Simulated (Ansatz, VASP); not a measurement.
## Two plane-wave programs on CoSi2

POSCAR

```
CoSi2
1.0
    0.0000000000      2.6824999877      2.6824999877
    2.6824999877      0.0000000000      2.6824999877
    2.6824999877      2.6824999877      0.0000000000
Co Si
1 2
Direct
    0.0000000000      0.0000000000      0.0000000000
    0.2500000000      0.2500000000      0.2500000000
    0.7500000000      0.7500000000      0.7500000000
```

Contents of INCAR.step1:

```
SYSTEM = CoSi2
ALGO = Normal
EDIFF = 1E-4
ENCUT = 520
GGA = PE
ISMEAR = 0
ISPIN = 2
LASPH = .True.
LCHARG = .False.
LMAXMIX = 4
LREAL = .False.
LWAVE = .True.
MAGMOM = 0.05 0 0
NBANDS = 20
NELM = 150
PREC = Accurate
SIGMA = 0.05
```

File INCAR.step2:

```
SYSTEM = CoSi2
ALGO = Normal
EDIFF = 1E-6
ENCUT = 520
ISIF = 2
ISMEAR = 0
ISPIN = 2
ISTART = 1
LASPH = .True.
LCHARG = .True.
LELF = .True.
LMAXMIX = 4
LMIXTAU = .True.
LORBIT = 11
LREAL = .False.
LVHAR = .True.
LWAVE = .False.
MAGMOM = 0.05 0 0
METAGGA = R2SCAN
NBANDS = 20
NELM = 150
PREC = Accurate
SIGMA = 0.05
```

The input KPOINTS:

```
k-points
0
Gamma
  8 8 8
  0 0 0
```

Input for Ansatz:

```yaml
crystal:
  lattice:
    - [0.0, 2.6824999877, 2.6824999877]
    - [2.6824999877, 0.0, 2.6824999877]
    - [2.6824999877, 2.6824999877, 0.0]
  atoms:
    - { symbol: Co, position: [0.0, 0.0, 0.0], spin: 0.05 }
    - { symbol: Si, position: [0.25, 0.25, 0.25] }
    - { symbol: Si, position: [0.75, 0.75, 0.75] }
basis:
  ecutwfc: 500
  ecutrho_ratio: 4
kpoints:
  mp_grid: { grid: [8, 8, 8] }
hamiltonian:
  xc: r2scan
scf:
  occupations: { method: gaussian, width: 0.05 }
output:
  forces: true
  stress: true
  eigenvalues: true
  populations: true
magnetization:
  spin_polarized: true
checkpoint:
  read: start.run
  write: ck
  compress: false
  write_wavefunctions: false
  write_every: 100000
```

Alike in both runs: task single point; functional r2SCAN; k mesh 8 × 8 × 8; occupations gaussian, width 0.05 eV; collinear spin.

|  | VASP | Ansatz |
| --- | --- | --- |
| version | VASP 6.6.1 | Ansatz 0.2.0 |
| potentials or method | VASP PAW PBE potentials, release 64 (Co, Si), cutoff 520 eV | scalar-relativistic, plane waves, PAW |
| valence electrons in the cell | 17 | 25 |

Ansatz gave:

- gap on the k mesh at the Fermi level (eV): none
- pressure (GPa): -5.2
- net moment per atom (μB): 0.00

Problem. What did VASP give for the same quantities?

Solution. gap on the k mesh at the Fermi level (eV): none; pressure (GPa): -5.3; net moment per atom (μB): 0.00.

VASP's potentials were made for PBE, not for r2SCAN. A gap of «none» marks a metal or a gap that the smearing closes. VASP's potentials hold 17 valence electrons a cell and Ansatz's 25, so a difference there can come from the potentials and not from the codes. Ansatz's warnings: seeded moment not kept, stability check not made.
